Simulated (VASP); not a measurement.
# Bi (Im-3m) in VASP: further runs, part 3 of 3

VASP 6.6.1. Earlier steps stand in the parts before.

**5. Single point, r2SCAN**

This run uses another cell than the first one, of 31.74 Å³/atom, 1.062 times its volume.

POSCAR reads:

```
Bi
1.0
   -1.9945529707      1.9945529707      1.9945529707
    1.9945529707     -1.9945529707      1.9945529707
    1.9945529707      1.9945529707     -1.9945529707
Bi
1
Direct
    0.0000000000      0.0000000000      0.0000000000
```

INCAR.step1 reads:

```
PREC = Accurate ; ENCUT = 520
ISMEAR = -1 ; SIGMA = 0.05
LREAL = F ; LASPH = T
NELM = 80 ; NBANDS = 14
GGA = PE ; ALGO = Normal
EDIFF = 1E-4 ; LWAVE = T
LCHARG = F
```

INCAR.step2 reads:

```
PREC = Accurate ; ENCUT = 520
EDIFF = 1E-7 ; ISMEAR = -1
SIGMA = 0.05 ; LREAL = F
LASPH = T ; NELM = 80
ALGO = Normal ; ISIF = 2
LWAVE = F ; LCHARG = F
METAGGA = R2SCAN ; LMIXTAU = T
NBANDS = 14 ; ISTART = 1
```

KPOINTS reads:

```
regular mesh
0
Gamma
  9 9 9
```

Command:

```console
cat potpaw_PBE.64/Bi_d/POTCAR > POTCAR
cp INCAR.step1 INCAR
mpirun -np 1 vasp_std > vasp.out
cp INCAR.step2 INCAR
mpirun -np 1 vasp_std > vasp.out
```

Run time: 38 s. Hardware: 1 thread of Intel Xeon Platinum 8481C at 2.70GHz (Sapphire Rapids), shared host; peak memory 0.16 GiB.

It converged, with:

```yaml
Free_energy: -58.2866 eV
Pressure: -1.0 GPa
```

Levels at points of the mesh, in eV from the Fermi level:
| k point | band 3 | band 4 | band 5 | band 6 | band 7 | band 8 | band 9 | band 10 | band 11 | band 12 |
| --- | --- | --- | --- | --- | --- | --- | --- | --- | --- | --- |
| (0.00, 0.00, 0.00) | -23.78 | -23.65 | -23.65 | -14.04 | 5.14 | 5.14 | 5.14 | 9.80 | 11.22 | 11.22 |

Caveat: the PAW data sets were made with another functional, which shifts forces and pressure a little; spin-orbit coupling is left out, which moves the levels of the heavy elements.

**6. Single point, PBEsol (volume scaled by 0.96)**

INCAR reads:

```
PREC     = Accurate       # precision mode
ENCUT    = 520            # plane-wave cutoff, eV
EDIFF    = 1E-7           # SCF threshold, eV
ISMEAR   = -1             # smearing method
SIGMA    = 0.05           # smearing width, eV
LREAL    = False          # projectors in reciprocal space
LASPH    = True           # aspherical terms in the spheres
NELM     = 100            # most SCF steps
ALGO     = Fast           # electronic algorithm
ISIF     = 2              # what is computed and relaxed
LWAVE    = False          # write WAVECAR
LCHARG   = False          # write CHGCAR
GGA      = PS             # functional
NBANDS   = 14             # bands
```

KPOINTS reads:

```
Automatic mesh
0
Gamma
  9 9 9
```

POSCAR reads:

```
Bi
1.0
   -1.9546511608      1.9546511608      1.9546511608
    1.9546511608     -1.9546511608      1.9546511608
    1.9546511608      1.9546511608     -1.9546511608
Bi
1
Direct
    0.0000000000      0.0000000000      0.0000000000
```

Potentials or basis: VASP PAW PBE potentials, release 64 (Bi_d).

Command:

```console
cat potpaw_PBE.64/Bi_d/POTCAR > POTCAR
mpirun -np 1 vasp_std > vasp.out
```

OUTCAR:

```text
PREC = Accurate
   ENCUT = 520
   EDIFF = 1E-7
   ISMEAR = -1
   LREAL = False
   LASPH = True
   NELM = 100
   ISIF = 2
   GGA = PS

 ion  position               nearest neighbor table
   1  0.000  0.000  0.000-

  LATTYP: Found a body centered cubic cell.
 ALAT       =     3.9093023216

  Lattice vectors:

 A1 = (  -1.9546511608,   1.9546511608,   1.9546511608)
 A2 = (   1.9546511608,  -1.9546511608,   1.9546511608)
 A3 = (   1.9546511608,   1.9546511608,  -1.9546511608)

Analysis of symmetry for initial positions (statically):
=====================================================================
 Subroutine PRICEL returns:
 Original cell was already a primitive cell.

 Routine SETGRP: Setting up the symmetry group for a
 body centered cubic supercell.

 Subroutine GETGRP returns: Found 48 space group operations
 (whereof 48 operations were pure point group operations)
 out of a pool of 48 trial point group operations.

The static configuration has the point symmetry O_h .

[... 166 lines left out ...]
 k-point     1 :       0.0000    0.0000    0.0000
  band No.  band energies     occupation
      1     -14.7126      2.00000
      2     -14.7126      2.00000
      3     -14.7126      2.00000
      4     -14.5645      2.00000
      5     -14.5645      2.00000
      6      -5.5560      2.00000
      7      13.6852      0.00000
      8      13.6852      0.00000
      9      13.6852      0.00000
     10      17.9086      0.00000
     11      18.7503      0.00000
     12      18.7503      0.00000
     13      18.7503      0.00000
     14      20.2249      0.00000
[... 377 lines left out ...]
      1     -14.7017      2.00000
      2     -14.6633      2.00000
      3     -14.6120      2.00000
      4     -14.5702      2.00000
      5     -14.4842      2.00000
      6      -1.8182      2.00000
      7       3.6751      2.00000
      8       7.3678      2.00000
      9      11.0346      0.00000
     10      15.7938      0.00000
     11      17.2695      0.00000
     12      18.2945      0.00000
     13      19.8703      0.00000
     14      26.2918      0.00000

 [... further k-points ...]

------------------------ aborting loop because EDIFF is reached ----------------------------------------

  FORCE on cell =-STRESS in cart. coord.  units (eV):
  Direction    XX          YY          ZZ          XY          YZ          ZX
  --------------------------------------------------------------------------------------
  -------------------------------------------------------------------------------------
  Total        0.0431104      0.0431104      0.0431104     -0.0000000      0.0000000     -0.0000000
  in kB        2.3121997      2.3121997      2.3121997     -0.0000000      0.0000000     -0.0000000
  external PRESSURE =       2.3121997 kB  Pullay stress =       0.0000000 kB

 VOLUME and BASIS-vectors are now :
 -----------------------------------------------------------------------------
  energy-cutoff  :      520.00
  volume of cell :       29.87
      direct lattice vectors                 reciprocal lattice vectors
    -1.954651161  1.954651161  1.954651161     0.000000000  0.255800119  0.255800119
     1.954651161 -1.954651161  1.954651161     0.255800119  0.000000000  0.255800119
     1.954651161  1.954651161 -1.954651161     0.255800119  0.255800119  0.000000000

 POSITION                                       TOTAL-FORCE (eV/Angst)
 -----------------------------------------------------------------------------------
      0.00000      0.00000      0.00000         0.000000      0.000000      0.000000
 -----------------------------------------------------------------------------------
    total drift:                                0.000000     -0.000000     -0.000000

  FREE ENERGIE OF THE ION-ELECTRON SYSTEM (eV)
  ---------------------------------------------------
  free  energy   TOTEN  =        -4.2336708861 eV

  energy  without entropy=       -4.2292417556  energy(sigma->0) =       -4.23145632
```

Run time: 8.8 s. Hardware: 1 thread of Intel Xeon 6975P-C (Granite Rapids), shared host; peak memory 0.15 GiB.

Results:

```
Free energy : -4.2337 eV
Pressure    : 0.2 GPa
```

Levels at points of the mesh, in eV from the Fermi level:
```
           k point  band 3  band 4  band 5  band 6  band 7  band 8  band 9  band 10  band 11  band 12
(0.00, 0.00, 0.00)  -23.06  -22.91  -22.91  -13.90    5.34    5.34    5.34     9.57    10.41    10.41
```

Caveat: the cell differs from its parent crystal (volume scaled by 0.96); the PAW data sets were made with another functional, which shifts forces and pressure a little; spin-orbit coupling is left out, which moves the levels of the heavy elements.

**7. Summary**

| level | cell | gap on the mesh (eV) | pressure (GPa) |
| --- | --- | --- | --- |
| r2SCAN | a = 3.386 Å, angles 109.5°, 1 atom | none | 2.6 |
| r2SCAN | a = 3.409 Å, angles 109.5°, 1 atom | none | 1.2 |
| r2SCAN | a = 3.432 Å, angles 109.5°, 1 atom | none | 0.0 |
| r2SCAN | a = 3.455 Å, angles 109.5°, 1 atom | none | -1.0 |
| PBEsol | a = 3.386 Å, angles 109.5°, 1 atom | none | 0.2 |

Alike in all rows: task single point; potentials or basis VASP PAW PBE potentials, release 64 (Bi_d); no spin polarisation; k mesh 9 × 9 × 9; cutoff (eV) 520; smearing fermi-dirac 0.05 eV.

Caveats: the PAW data sets were made with another functional, which shifts forces and pressure a little; spin-orbit coupling is left out, which moves the levels of the heavy elements.

Absolute energies hang on the potentials; compare differences alone.
